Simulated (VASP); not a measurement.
# NiAu (R-3m) in VASP: relaxation of cell and atoms with PBEsol

Aim: the relaxation of cell and atoms of NiAu with PBEsol.

All numbers are computed with VASP 6.6.1; they aren't measurements. Logs are shortened: lines on timing, memory, paths and dates and some standing lists are left out, and cuts for length are marked.

**1. The cell of the first run**

The structure is trigonal, space group R-3m (No. 166). The conventional cell has a = 2.728 Å, b = 2.728 Å, c = 13.232 Å, α = 90.00°, β = 90.00°, γ = 120.00°. Ni (site symmetry -3m) has 6 Au at 2.71 Å and 6 Ni at 2.73 Å within 3.6 Å. Au (site symmetry -3m) has 6 Ni at 2.71 Å and 6 Au at 2.73 Å within 3.6 Å.

**2. Relaxation of cell and atoms, PBEsol**

The input, INCAR:

```
  PREC = Accurate
  ENCUT = 600
  EDIFF = 1E-7
  ISMEAR = 0
  SIGMA = 0.1
  LREAL = False
  LASPH = True
  NELM = 120
  ALGO = Normal
  ISIF = 3
  LWAVE = False
  LCHARG = False
  GGA = PS
  IBRION = 2
  NSW = 100
  EDIFFG = -0.005
  GGA_COMPAT = False
  NELMIN = 4
```

The input, KPOINTS:

```
regular mesh
0
Gamma
  18 18 18
```

The input, POSCAR:

```
NiAu
1.0
    1.3639910068      0.7875005749      4.4106190321
   -1.3639910068      0.7875005749      4.4106190321
    0.0000000000     -1.5750011499      4.4106190321
Ni Au
1 1
Direct
    0.5000000000      0.5000000000      0.5000000000
    0.0000000000      0.0000000000      0.0000000000
```

Potentials or basis: VASP PAW PBE potentials, release 64 (Ni, Au).

The run is started by

```sh
$ cat potpaw_PBE.64/Ni/POTCAR potpaw_PBE.64/Au/POTCAR > POTCAR
$ mpirun -np 1 vasp_std > vasp.out
```

OUTCAR:

```text
PREC = Accurate
   ENCUT = 600
   EDIFF = 1E-7
   ISMEAR = 0
   LREAL = False
   LASPH = True
   NELM = 120
   ISIF = 3
   GGA = PS
   IBRION = 2
   NSW = 100
   EDIFFG = -0.005
   NELMIN = 4

 ion  position               nearest neighbor table
   1  0.500  0.500  0.500-   2 2.71   2 2.71   2 2.71   2 2.71   2 2.71   2 2.71
   2  0.000  0.000  0.000-   1 2.71   1 2.71   1 2.71   1 2.71   1 2.71   1 2.71

  LATTYP: Found a trigonal (rhomboedric) cell.
 ALAT       =     4.6833950152
 COS(alpha) =     0.8303587630

  Lattice vectors:

 A1 = (   1.3639910068,   0.7875005749,   4.4106190321)
 A2 = (  -1.3639910068,   0.7875005749,   4.4106190321)
 A3 = (   0.0000000000,  -1.5750011499,   4.4106190321)

Analysis of symmetry for initial positions (statically):
=====================================================================
 Subroutine PRICEL returns:
 Original cell was already a primitive cell.

 Routine SETGRP: Setting up the symmetry group for a
 trigonal (rhombohedral) supercell.

 Subroutine GETGRP returns: Found 12 space group operations
 (whereof 12 operations were pure point group operations)
 out of a pool of 12 trial point group operations.

The static configuration has the point symmetry D_3d.

Analysis of symmetry for dynamics (positions and initial velocities):
=====================================================================
 Subroutine PRICEL returns:
 Original cell was already a primitive cell.

 Routine SETGRP: Setting up the symmetry group for a
 trigonal (rhombohedral) supercell.

 Subroutine GETGRP returns: Found 12 space group operations
 (whereof 12 operations were pure point group operations)
 out of a pool of 12 trial point group operations.

The dynamic configuration has the point symmetry D_3d.

 Subroutine INISYM returns: Found 12 space group operations
 (whereof 12 operations are pure point group operations),
 and found     1 'primitive' translations

----------------------------------------------------------------------------------------

                                     Primitive cell

  volume of cell :      28.4258

  direct lattice vectors                    reciprocal lattice vectors
     1.363991007  0.787500575  4.410619032     0.366571332  0.211640057  0.075575181
    -1.363991007  0.787500575  4.410619032    -0.366571332  0.211640057  0.075575181
     0.000000000 -1.575001150  4.410619032     0.000000000 -0.423280114  0.075575181

  length of vectors
     4.683395015  4.683395015  4.683395015     0.429974026  0.429974026  0.429974026

  position of ions in fractional coordinates (direct lattice)
     0.500000000  0.500000000  0.500000000
     0.000000000  0.000000000  0.000000000

  ion indices of the primitive-cell ions
   primitive index   ion index
                 1           1
                 2           2

----------------------------------------------------------------------------------------

 KPOINTS: regular mesh

Automatic generation of k-mesh.
 Grid dimensions read from file:
 generate k-points for:   18   18   18

 Generating k-lattice:

  Cartesian coordinates                     Fractional coordinates (reciprocal lattice)
     0.020365074  0.011757781  0.004198621     0.055555556  0.000000000  0.000000000
    -0.020365074  0.011757781  0.004198621     0.000000000  0.055555556  0.000000000
     0.000000000 -0.023515562  0.004198621     0.000000000  0.000000000  0.055555556

  Length of vectors
     0.023887446  0.023887446  0.023887446

  Shift w.r.t. Gamma in fractional coordinates (k-lattice)
     0.000000000  0.000000000  0.000000000

 Subroutine IBZKPT returns following result:
 ===========================================

 Found    580 irreducible k-points:

 Following reciprocal coordinates:
            Coordinates               Weight
  0.000000  0.000000  0.000000      1.000000
  0.055556 -0.000000 -0.000000      6.000000
  0.111111 -0.000000 -0.000000      6.000000
  0.166667 -0.000000 -0.000000      6.000000
  0.222222 -0.000000 -0.000000      6.000000
  0.277778 -0.000000 -0.000000      6.000000
[... 16 lines left out ...]
 -0.277778  0.055556  0.000000     12.000000
 -0.222222  0.055556  0.000000     12.000000
 [... further k-points ...]
   k-points           NKPTS =    580   k-points in BZ     NKDIM =    580   number of bands    NBANDS=     14
   number of dos      NEDOS =    301   number of ions     NIONS =      2
   total plane-waves  NPLWV =  64000
   dimension x,y,z NGX =    40 NGY =   40 NGZ =   40
   dimension x,y,z NGXF=    80 NGYF=   80 NGZF=   80
   ions per type =               1   1
   NGX,Y,Z   is equivalent  to a cutoff of  14.20, 14.20, 14.20 a.u.
   NGXF,Y,Z  is equivalent  to a cutoff of  28.40, 28.40, 28.40 a.u.
 SYSTEM =  unknown system
   PREC   = accura    normal or accurate (medium, high low for compatibility)
   ISTART =      0    job   : 0-new  1-cont  2-samecut
   ICHARG =      2    charge: 1-file 2-atom 10-const
   ISPIN  =      1    spin polarized calculation?
   LNONCOLLINEAR =      F non collinear calculations
   LSORBIT =      F    spin-orbit coupling
   LASPH  =      T    aspherical Exc in radial PAW
   ENCUT  =  600.0 eV  44.10 Ry    6.64 a.u.   9.35  9.35  9.35*2*pi/ulx,y,z
   NELM   =    120;   NELMIN=  4; NELMDL= -5     # of ELM steps
   EDIFF  = 0.1E-06   stopping-criterion for ELM
   LREAL  =      F    real-space projection
   EDIFFG = -.5E-02   stopping-criterion for IOM
   NSW    =    100    number of steps for IOM
   IBRION =      2    ionic relax: 0-MD 1-quasi-New 2-CG
   NFREE  =      1    steps in history (QN), initial steepest desc. (CG)
   ISIF   =      3    stress and relaxation
   ISYM   =      2    0-nonsym 1-usesym 2-fastsym
   POTIM  = 0.5000    time-step for ionic-motion
   TEBEG  =    0.0;   TEEND  =   0.0 temperature during run
   PSTRESS=    0.0 pullay stress
   NELECT =      21.0000    total number of electrons
   NUPDOWN=      -1.0000    fix difference up-down
   EMIN   =  10.00;   EMAX   =-10.00  energy-range for DOS
   EFERMI =   0.00;   METHOD = LEGACY
   ISMEAR =     0;   SIGMA  =   0.10  broadening in eV -4-tet -1-fermi 0-gaus
   EFERMI_NEDOS =   21; number of points for ismear=-14 and -15
   IALGO  =     38    algorithm
   IMIX   =      4    mixing-type and parameters
     AMIX     =   0.40;   BMIX     =  1.00
     AMIX_MAG =   1.60;   BMIX_MAG =  1.00
  volume/ion in A,a.u.               =      14.21        95.91
  Fermi-wavevector in a.u.,A,eV,Ry     =   1.479938  2.796677 29.799706  2.190217
  Thomas-Fermi vector in A             =   2.594034
   LORBIT       =      0    0 simple, 1 ext, 2 COOP (PROOUT), +10 PAW based schemes
   GGA     = PS    functional components
   LHFCALC =     F    Hartree Fock is set to
   AEXX    =    0.0000 exact exchange contribution
   IVDW    =     0    specifies the selected vdW correction
   LEPSILON=     F    determine dielectric tensor
   LRPA    =     F    only Hartree local field effects (RPA)
 conjugate gradient relaxation of ions
 non-spin polarized calculation
 Gauss-broadening in eV      SIGMA  =   0.10
  energy-cutoff  :      600.00
  volume of cell :       28.43
 maximum number of plane-waves:       977
 NGX is ok and might be reduce to    40
   NGX = 19   NGY = 19   NGZ = 19

--------------------------------------- Ionic step        1  -------------------------------------------

 number of electron      20.9999997 magnetization

 Free energy of the ion-electron system (eV)
  ---------------------------------------------------
  ext. energy  EPLUGINS =         0.00000000
  ---------------------------------------------------
  free energy    TOTEN  =        -9.67921119 eV

  energy without entropy =       -9.66452057  energy(sigma->0) =       -9.67186588

------------------------ aborting loop because EDIFF is reached ----------------------------------------

  FORCE on cell =-STRESS in cart. coord.  units (eV):
  Direction    XX          YY          ZZ          XY          YZ          ZX
  --------------------------------------------------------------------------------------
  -------------------------------------------------------------------------------------
  Total       -0.0417572     -0.0417572     -1.6577925      0.0000000      0.0000000      0.0000000
  in kB       -2.3535814     -2.3535814    -93.4388665      0.0000000      0.0000000      0.0000000
  external PRESSURE =     -32.7153431 kB  Pullay stress =       0.0000000 kB
[... 273 lines left out ...]
  energy  without entropy=       -9.7029204525  energy(sigma->0) =       -9.71006998

--------------------------------------- Ionic step        9  -------------------------------------------

 number of electron      21.0000000 magnetization

 Free energy of the ion-electron system (eV)
  ---------------------------------------------------
  ext. energy  EPLUGINS =         0.00000000
  ---------------------------------------------------
  free energy    TOTEN  =        -9.71722266 eV

  energy without entropy =       -9.70292347  energy(sigma->0) =       -9.71007306

 E-fermi :   9.1764     XC(G=0): -13.1041

 val. band max:        9.1757792268   @ k =  -0.1111   0.2778   0.1111
 cond. band min:       9.1783711585   @ k =  -0.2778  -0.2778   0.2222
 fundamental gap:      0.0025919317
 Fermi energy:         9.1764066219

 k-point     1 :       0.0000    0.0000    0.0000
  band No.  band energies     occupation
      1      -0.5870      2.00000
      2       2.5292      2.00000
      3       4.3809      2.00000
      4       4.3809      2.00000
      5       5.8958      2.00000
      6       5.8958      2.00000
      7       7.4686      2.00000
      8       8.3433      2.00000
      9       8.3433      2.00000
     10       9.0593      1.90232
     11       9.0593      1.90232
     12       9.1930      0.81433
     13      14.9873      0.00000
     14      24.4311      0.00000
[... 375 lines left out ...]
 k-point    24 :      -0.2222    0.0556    0.0000
  band No.  band energies     occupation
      1       1.3717      2.00000
      2       3.2963      2.00000
      3       4.1317      2.00000
      4       4.2475      2.00000
      5       5.6293      2.00000
      6       5.9376      2.00000
      7       7.4376      2.00000
      8       7.7671      2.00000
      9       8.2316      2.00000
     10       8.7078      2.00000
     11       8.8674      1.99999
     12      13.1828      0.00000
     13      15.8231      0.00000
     14      19.8827      0.00000

 [... further k-points ...]

------------------------ aborting loop because EDIFF is reached ----------------------------------------

  FORCE on cell =-STRESS in cart. coord.  units (eV):
  Direction    XX          YY          ZZ          XY          YZ          ZX
  --------------------------------------------------------------------------------------
  -------------------------------------------------------------------------------------
  Total       -0.0012587     -0.0012587     -0.0028004     -0.0000000      0.0000000      0.0000000
  in kB       -0.0724334     -0.0724334     -0.1611592     -0.0000000      0.0000000      0.0000000
  external PRESSURE =      -0.1020087 kB  Pullay stress =       0.0000000 kB
[... 17 lines left out ...]
  FREE ENERGIE OF THE ION-ELECTRON SYSTEM (eV)
  ---------------------------------------------------
  free  energy   TOTEN  =        -9.7172226578 eV

  energy  without entropy=       -9.7029234678  energy(sigma->0) =       -9.71007306

 reached required accuracy - stopping structural energy minimisation
```

Wall time 30 min (1 thread of Intel Xeon 6975P-C (Granite Rapids), shared host); peak memory 0.56 GiB.

Results:

| Item | Value |
| --- | --- |
| Free energy | -9.7172 eV |
| Relaxed volume | 13.92 Å³/atom |
| Relaxed cell | a = 4.506 Å, b = 4.506 Å, c = 4.506 Å, α = 35.70°, β = 35.70°, γ = 35.70° |
| Space group after relaxing (to 0.1 Å) | R-3m (No. 166) |
| Energy gained by relaxing | 19.0 meV/atom |
| Ionic steps | 9 |
| Pressure after relaxing | 0.0 GPa |
| Band gap on the k mesh | zero (an odd number of electrons rules out a gap without spin polarisation) |

The path:
```tsv
step	energy change (eV)	largest force (eV/Å)	pressure (GPa)	volume (Å³)
1	0.0000	0.0000	-3.27	28.43
2	-0.0264	0.0000	4.56	27.23
3	-0.0282	0.0000	2.86	27.46
4	-0.0373	0.0000	-0.57	27.93
5	-0.0380	0.0000	0.09	27.83
6	-0.0380	0.0000	0.05	27.83
7	-0.0380	0.0000	-0.06	27.85
8	-0.0380	0.0000	-0.05	27.85
9	-0.0380	0.0000	-0.01	27.84
```

Final structure:
```cif
data_structure
_symmetry_space_group_name_H-M 'P 1'
_symmetry_Int_Tables_number 1
_cell_length_a 4.5058
_cell_length_b 4.5058
_cell_length_c 4.5058
_cell_angle_alpha 35.695
_cell_angle_beta 35.695
_cell_angle_gamma 35.695
_cell_volume 27.84
loop_
_atom_site_label
_atom_site_type_symbol
_atom_site_fract_x
_atom_site_fract_y
_atom_site_fract_z
_atom_site_occupancy
Ni1 Ni 0.50000 0.50000 0.50000 1
Au1 Au 0.00000 0.00000 0.00000 1
```

Caveat: the PAW data sets were made with another functional, which shifts forces and pressure a little; spin-orbit coupling is left out, which moves the levels of the heavy elements.
